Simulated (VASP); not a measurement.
Here is a VASP 6.6.1 calculation.

Contents of INCAR:

```
SYSTEM = WS2
  PREC = Accurate
  ENCUT = 520
  EDIFF = 1E-6
  ISMEAR = 0
  SIGMA = 0.01
  LREAL = .FALSE.
  LASPH = .TRUE.
  NELM = 100
  ALGO = Normal
  ISIF = 2
  LWAVE = .FALSE.
  LCHARG = .FALSE.
  GGA = PE
  NBANDS = 35
```

KPOINTS

```
Automatic mesh
0
G
  6 6 2
  0 0 0
```

POSCAR

```
WS2
1.0
    3.1699447091      0.0000000000      0.0000000000
   -1.5849723546      2.7452526467      0.0000000000
    0.0000000000      0.0000000000     12.4911158352
W S
2 4
Direct
    0.3333333333      0.6666666667      0.2500000000
    0.6666666667      0.3333333333      0.7500000000
    0.3333333333      0.6666666667      0.6248924628
    0.6666666667      0.3333333333      0.1248924628
    0.3333333333      0.6666666667      0.8751075372
    0.6666666667      0.3333333333      0.3751075372
```

Potentials or basis: VASP PAW PBE potentials, release 64 (W_sv, S).

The run is started by

```sh
$ cat potpaw_PBE.64/W_sv/POTCAR potpaw_PBE.64/S/POTCAR > POTCAR
$ mpirun -np 1 vasp_std > vasp.out
```

Task: Estimate the pressure.

Result: 3.3 GPa.

Task: Estimate the largest force.

Result: 0.203 eV/Å.

Task: What does it give for the band gap on the k mesh?

Result: 1.06 eV (least direct gap 1.77 eV).

Forces in eV/Å, atoms in the order of the input:
```
W    0.000  0.000  0.000
W    0.000  0.000  0.000
S    0.000  0.000 -0.203
S    0.000  0.000 -0.203
S    0.000  0.000  0.203
S    0.000  0.000  0.203
```

Caveat: the cell stands under pressure; spin-orbit coupling is left out, which moves the levels of the heavy elements; this functional lacks dispersion, which binds layers or chains, so the pressure and a relaxed spacing across them are unreliable. A k mesh can miss the band edges.
